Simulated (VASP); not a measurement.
# In (R-3m) in VASP: single point with PBE

Aim: the single point of In with PBE.

All numbers are computed with VASP 6.6.1; they aren't measurements. Logs are shortened: lines on timing, memory, paths and dates and some standing lists are left out, and cuts for length are marked.

## (1) The cell of the first run

The structure is trigonal, space group R-3m (No. 166). The conventional cell has a = 4.461 Å, b = 4.461 Å, c = 4.644 Å, α = 90.00°, β = 90.00°, γ = 120.00°. In (site symmetry -3m) has 12 In at 3.01 to 4.03 Å within 4.1 Å.

## (2) Single point, PBE

Input file INCAR:

```
PREC     = Accurate       # precision mode
ENCUT    = 520            # plane-wave cutoff, eV
EDIFF    = 1E-7           # SCF threshold, eV
ISMEAR   = 0              # smearing method
SIGMA    = 0.15           # smearing width, eV
LREAL    = False          # projectors in reciprocal space
LASPH    = True           # aspherical terms in the spheres
NELM     = 100            # most SCF steps
ALGO     = Fast           # electronic algorithm
ISIF     = 2              # what is computed and relaxed
LWAVE    = False          # write WAVECAR
LCHARG   = False          # write CHGCAR
GGA      = PE             # functional
NBANDS   = 12             # bands
```

Input file KPOINTS:

```
Automatic mesh
0
Gamma
  20 20 20
```

Input file POSCAR:

```
In
1.0
   -1.2092917273      1.9453823439      1.9453823439
    1.9453823439     -1.2092917273      1.9453823439
    1.9453823439      1.9453823439     -1.2092917273
In
1
Direct
    0.0000000000      0.0000000000      0.0000000000
```

Potentials or basis: VASP PAW PBE potentials, release 64 (In_d).

Command:

```bash
cat potpaw_PBE.64/In_d/POTCAR > POTCAR
mpirun -np 1 vasp_std > vasp.out
```

OUTCAR:

```text
PREC = Accurate
   ENCUT = 520
   EDIFF = 1E-7
   ISMEAR = 0
   LREAL = False
   LASPH = True
   NELM = 100
   ISIF = 2
   GGA = PE

 ion  position               nearest neighbor table
   1  0.000  0.000  0.000-

  LATTYP: Found a trigonal (rhomboedric) cell.
 ALAT       =     3.0052306749
 COS(alpha) =    -0.1019283747

  Lattice vectors:

 A1 = (  -1.2092917273,   1.9453823439,   1.9453823439)
 A2 = (   1.9453823439,  -1.2092917273,   1.9453823439)
 A3 = (   1.9453823439,   1.9453823439,  -1.2092917273)

Analysis of symmetry for initial positions (statically):
=====================================================================
 Subroutine PRICEL returns:
 Original cell was already a primitive cell.

 Routine SETGRP: Setting up the symmetry group for a
 trigonal (rhombohedral) supercell.

 Subroutine GETGRP returns: Found 12 space group operations
 (whereof 12 operations were pure point group operations)
 out of a pool of 12 trial point group operations.

The static configuration has the point symmetry D_3d.

Analysis of symmetry for dynamics (positions and initial velocities):
=====================================================================
 Subroutine PRICEL returns:
 Original cell was already a primitive cell.

 Routine SETGRP: Setting up the symmetry group for a
 trigonal (rhombohedral) supercell.

 Subroutine GETGRP returns: Found 12 space group operations
 (whereof 12 operations were pure point group operations)
 out of a pool of 12 trial point group operations.

The dynamic configuration has the point symmetry D_3d.

 Subroutine INISYM returns: Found 12 space group operations
 (whereof 12 operations are pure point group operations),
 and found     1 'primitive' translations

----------------------------------------------------------------------------------------

                                     Primitive cell

  volume of cell :      26.6859

  direct lattice vectors                    reciprocal lattice vectors
    -1.209291727  1.945382344  1.945382344    -0.087016851  0.229973106  0.229973106
     1.945382344 -1.209291727  1.945382344     0.229973106 -0.087016851  0.229973106
     1.945382344  1.945382344 -1.209291727     0.229973106  0.229973106 -0.087016851

  length of vectors
     3.005230675  3.005230675  3.005230675     0.336670747  0.336670747  0.336670747

  position of ions in fractional coordinates (direct lattice)
     0.000000000  0.000000000  0.000000000

  ion indices of the primitive-cell ions
   primitive index   ion index
                 1           1

----------------------------------------------------------------------------------------

 KPOINTS: Automatic mesh

Automatic generation of k-mesh.
 Grid dimensions read from file:
 generate k-points for:   20   20   20

 Generating k-lattice:

  Cartesian coordinates                     Fractional coordinates (reciprocal lattice)
    -0.004350843  0.011498655  0.011498655     0.050000000 -0.000000000 -0.000000000
     0.011498655 -0.004350843  0.011498655    -0.000000000  0.050000000 -0.000000000
     0.011498655  0.011498655 -0.004350843    -0.000000000 -0.000000000  0.050000000

  Length of vectors
     0.016833537  0.016833537  0.016833537

  Shift w.r.t. Gamma in fractional coordinates (k-lattice)
     0.000000000  0.000000000  0.000000000

 Subroutine IBZKPT returns following result:
 ===========================================

 Found    781 irreducible k-points:

 Following reciprocal coordinates:
            Coordinates               Weight
  0.000000  0.000000  0.000000      1.000000
  0.050000 -0.000000 -0.000000      6.000000
  0.100000 -0.000000 -0.000000      6.000000
  0.150000 -0.000000 -0.000000      6.000000
  0.200000 -0.000000 -0.000000      6.000000
  0.250000 -0.000000 -0.000000      6.000000
[... 16 lines left out ...]
 -0.400000  0.050000  0.000000     12.000000
 -0.350000  0.050000  0.000000     12.000000
 [... further k-points ...]
   k-points           NKPTS =    781   k-points in BZ     NKDIM =    781   number of bands    NBANDS=     12
   number of dos      NEDOS =    301   number of ions     NIONS =      1
   total plane-waves  NPLWV =  13824
   dimension x,y,z NGX =    24 NGY =   24 NGZ =   24
   dimension x,y,z NGXF=    48 NGYF=   48 NGZF=   48
   ions per type =               1
   NGX,Y,Z   is equivalent  to a cutoff of  13.28, 13.28, 13.28 a.u.
   NGXF,Y,Z  is equivalent  to a cutoff of  26.55, 26.55, 26.55 a.u.
 SYSTEM =  unknown system
   PREC   = accura    normal or accurate (medium, high low for compatibility)
   ISTART =      0    job   : 0-new  1-cont  2-samecut
   ICHARG =      2    charge: 1-file 2-atom 10-const
   ISPIN  =      1    spin polarized calculation?
   LNONCOLLINEAR =      F non collinear calculations
   LSORBIT =      F    spin-orbit coupling
   LASPH  =      T    aspherical Exc in radial PAW
   ENCUT  =  520.0 eV  38.22 Ry    6.18 a.u.   5.59  5.59  5.59*2*pi/ulx,y,z
   NELM   =    100;   NELMIN=  2; NELMDL= -5     # of ELM steps
   EDIFF  = 0.1E-06   stopping-criterion for ELM
   LREAL  =      F    real-space projection
   EDIFFG = 0.1E-05   stopping-criterion for IOM
   NSW    =      0    number of steps for IOM
   IBRION =     -1    ionic relax: 0-MD 1-quasi-New 2-CG
   NFREE  =      0    steps in history (QN), initial steepest desc. (CG)
   ISIF   =      2    stress and relaxation
   ISYM   =      2    0-nonsym 1-usesym 2-fastsym
   POTIM  = 0.5000    time-step for ionic-motion
   TEBEG  =    0.0;   TEEND  =   0.0 temperature during run
   PSTRESS=    0.0 pullay stress
   NELECT =      13.0000    total number of electrons
   NUPDOWN=      -1.0000    fix difference up-down
   EMIN   =  10.00;   EMAX   =-10.00  energy-range for DOS
   EFERMI =   0.00;   METHOD = LEGACY
   ISMEAR =     0;   SIGMA  =   0.15  broadening in eV -4-tet -1-fermi 0-gaus
   EFERMI_NEDOS =   21; number of points for ismear=-14 and -15
   IALGO  =     68    algorithm
   IMIX   =      4    mixing-type and parameters
     AMIX     =   0.40;   BMIX     =  1.00
     AMIX_MAG =   1.60;   BMIX_MAG =  1.00
  volume/ion in A,a.u.               =      26.69       180.09
  Fermi-wavevector in a.u.,A,eV,Ry     =   1.288136  2.434225 22.576080  1.659295
  Thomas-Fermi vector in A             =   2.420108
   LORBIT       =      0    0 simple, 1 ext, 2 COOP (PROOUT), +10 PAW based schemes
   GGA     = PE    functional components
   LHFCALC =     F    Hartree Fock is set to
   AEXX    =    0.0000 exact exchange contribution
   IVDW    =     0    specifies the selected vdW correction
   LEPSILON=     F    determine dielectric tensor
   LRPA    =     F    only Hartree local field effects (RPA)
 non-spin polarized calculation
 RMM-DIIS sequential band-by-band and
 Gauss-broadening in eV      SIGMA  =   0.15
  energy-cutoff  :      520.00
  volume of cell :       26.69
 maximum number of plane-waves:       736
   NGX = 11   NGY = 11   NGZ = 11

 number of electron      13.0000008 magnetization

 Free energy of the ion-electron system (eV)
  ---------------------------------------------------
  ext. energy  EPLUGINS =         0.00000000
  ---------------------------------------------------
  free energy    TOTEN  =        -2.45397073 eV

  energy without entropy =       -2.44892250  energy(sigma->0) =       -2.45144662

 E-fermi :   7.2116     XC(G=0): -10.0867

 val. band max:        7.2021073529   @ k =  -0.2000   0.3500   0.1500
 cond. band min:       7.2122703044   @ k =  -0.4500   0.4000   0.0500
 fundamental gap:      0.0101629516
 Fermi energy:         7.2116291933

 k-point     1 :       0.0000    0.0000    0.0000
  band No.  band energies     occupation
      1      -7.9070      2.00000
      2      -7.9070      2.00000
      3      -7.1687      2.00000
      4      -7.1131      2.00000
      5      -7.1131      2.00000
      6      -2.2810      2.00000
      7      14.6772      0.00000
      8      15.0586      0.00000
      9      15.0586      0.00000
     10      18.2240      0.00000
     11      18.2240      0.00000
     12      19.5099      0.00000

 k-point     2 :       0.0500   -0.0000   -0.0000
  band No.  band energies     occupation
      1      -7.9059      2.00000
      2      -7.8937      2.00000
      3      -7.1718      2.00000
      4      -7.1182      2.00000
      5      -7.1147      2.00000
      6      -2.2360      2.00000
      7      14.2136      0.00000
      8      14.8955      0.00000
      9      15.0982      0.00000
     10      18.2599      0.00000
     11      18.6538      0.00000
     12      19.8403      0.00000

 k-point     3 :       0.1000   -0.0000   -0.0000
  band No.  band energies     occupation
      1      -7.9025      2.00000
      2      -7.8553      2.00000
      3      -7.1821      2.00000
      4      -7.1328      2.00000
      5      -7.1181      2.00000
      6      -2.1003      2.00000
      7      12.9303      0.00000
      8      14.9895      0.00000
      9      15.2150      0.00000
     10      18.3683      0.00000
     11      19.0415      0.00000
     12      21.0399      0.00000
[... 286 lines left out ...]
 k-point    23 :      -0.4000    0.0500    0.0000
  band No.  band energies     occupation
      1      -7.8570      2.00000
      2      -7.4861      2.00000
      3      -7.3003      2.00000
      4      -7.2790      2.00000
      5      -7.1189      2.00000
      6       0.6263      2.00000
      7       5.1123      2.00000
      8      16.8973      0.00000
      9      17.1622      0.00000
     10      19.6098      0.00000
     11      20.4990      0.00000
     12      20.9762      0.00000

 k-point    24 :      -0.3500    0.0500    0.0000
  band No.  band energies     occupation
      1      -7.8612      2.00000
      2      -7.5147      2.00000
      3      -7.2890      2.00000
      4      -7.2752      2.00000
      5      -7.1208      2.00000
      6      -0.0431      2.00000
      7       6.2636      2.00000
      8      16.6144      0.00000
      9      16.9444      0.00000
     10      19.3792      0.00000
     11      20.1592      0.00000
     12      21.1177      0.00000

 [... further k-points ...]
[... 5 lines left out ...]
  --------------------------------------------------------------------------------------
  -------------------------------------------------------------------------------------
  Total        0.6559964      0.6559964      0.6559964     -0.1158043     -0.1158043     -0.1158043
  in kB       39.3848902     39.3848902     39.3848902     -6.9526917     -6.9526917     -6.9526917
  external PRESSURE =      39.3848902 kB  Pullay stress =       0.0000000 kB

 VOLUME and BASIS-vectors are now :
 -----------------------------------------------------------------------------
  energy-cutoff  :      520.00
  volume of cell :       26.69
      direct lattice vectors                 reciprocal lattice vectors
    -1.209291727  1.945382344  1.945382344    -0.087016851  0.229973106  0.229973106
     1.945382344 -1.209291727  1.945382344     0.229973106 -0.087016851  0.229973106
     1.945382344  1.945382344 -1.209291727     0.229973106  0.229973106 -0.087016851

 POSITION                                       TOTAL-FORCE (eV/Angst)
 -----------------------------------------------------------------------------------
      0.00000      0.00000      0.00000        -0.000000      0.000000      0.000000
 -----------------------------------------------------------------------------------
    total drift:                               -0.000000      0.000000      0.000000

  FREE ENERGIE OF THE ION-ELECTRON SYSTEM (eV)
  ---------------------------------------------------
  free  energy   TOTEN  =        -2.4539707345 eV

  energy  without entropy=       -2.4489225022  energy(sigma->0) =       -2.45144662
```

Wall time 73 s (1 thread of Intel Xeon 6975P-C (Granite Rapids), shared host); peak memory 0.33 GiB.

Results:

```
Free energy            : -2.4540 eV
Pressure               : 3.9 GPa
Band gap on the k mesh : zero (an odd number of electrons rules out a gap without spin polarisation)
```

Stress tensor (GPa, compression positive):
```
 3.94 -0.70 -0.70
-0.70  3.94 -0.70
-0.70 -0.70  3.94
```

Caveat: the cell stands under pressure; spin-orbit coupling is left out, which moves the levels of the heavy elements.
